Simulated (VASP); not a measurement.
A run of VASP 6.6.1 is set up as follows.

The input POSCAR:

```
ZnS
1.0
    3.8087369152      0.0000000000      0.0000000000
   -1.9043684576      3.2984629249      0.0000000000
    0.0000000000      0.0000000000     12.4664651431
Zn S
4 4
Direct
    0.0000000000      0.0000000000      0.0402219926
    0.0000000000      0.0000000000      0.5402219926
    0.3333333333      0.6666666667      0.2901782176
    0.6666666667      0.3333333333      0.7901782176
    0.0000000000      0.0000000000      0.1872361436
    0.0000000000      0.0000000000      0.6872361436
    0.3333333333      0.6666666667      0.4375788466
    0.6666666667      0.3333333333      0.9375788466
```

File INCAR.step1:

```
ALGO     = Normal         # electronic algorithm
EDIFF    = 1E-4           # SCF threshold, eV
ENCUT    = 520            # plane-wave cutoff, eV
GGA      = PE             # functional
ISMEAR   = 0              # smearing method
LASPH    = True           # aspherical terms in the spheres
LCHARG   = False          # write CHGCAR
LREAL    = False          # projectors in reciprocal space
LWAVE    = True           # write WAVECAR
NBANDS   = 46             # bands
NELM     = 100            # most SCF steps
PREC     = Accurate       # precision mode
SIGMA    = 0.05           # smearing width, eV
```

The input INCAR.step2:

```
ALGO     = Normal         # electronic algorithm
EDIFF    = 1E-6           # SCF threshold, eV
ENCUT    = 520            # plane-wave cutoff, eV
ISIF     = 2              # what is computed and relaxed
ISMEAR   = 0              # smearing method
ISTART   = 1            
LASPH    = True           # aspherical terms in the spheres
LCHARG   = False          # write CHGCAR
LMIXTAU  = True         
LREAL    = False          # projectors in reciprocal space
LWAVE    = False          # write WAVECAR
METAGGA  = R2SCAN         # meta-GGA
NBANDS   = 46             # bands
NELM     = 100            # most SCF steps
PREC     = Accurate       # precision mode
SIGMA    = 0.05           # smearing width, eV
```

The input KPOINTS:

```
k-points
0
Gamma
  6 6 2
```

Potentials or basis: VASP PAW PBE potentials, release 64 (Zn, S).

Command:

```bash
$ cat potpaw_PBE.64/Zn/POTCAR potpaw_PBE.64/S/POTCAR > POTCAR
$ cp INCAR.step1 INCAR
$ mpirun -np 1 vasp_std > vasp.out
$ cp INCAR.step2 INCAR
$ mpirun -np 1 vasp_std > vasp.out
```

**Question.** What does it give for the pressure?

**Answer.** 17.4 GPa.

**Question.** Predict the band gap on the k mesh.

**Answer.** 2.57 eV.

Forces in eV/Å, atoms in the order of the input:
```
Zn   0.000  0.000 -9.890
Zn   0.000  0.000 -9.890
Zn   0.000  0.000 -9.694
Zn   0.000  0.000 -9.694
S    0.000  0.000  9.893
S    0.000  0.000  9.893
S    0.000  0.000  9.691
S    0.000  0.000  9.691
```

Caveat: the cell differs from its parent crystal (all Zn atoms moved +0.500 Å, as atom 1 along Cartesian [0 0 1]); the stress differs along the axes, from -4 to 61 GPa; the PAW data sets were made with another functional, which shifts forces and pressure a little. A k mesh can miss the band edges.
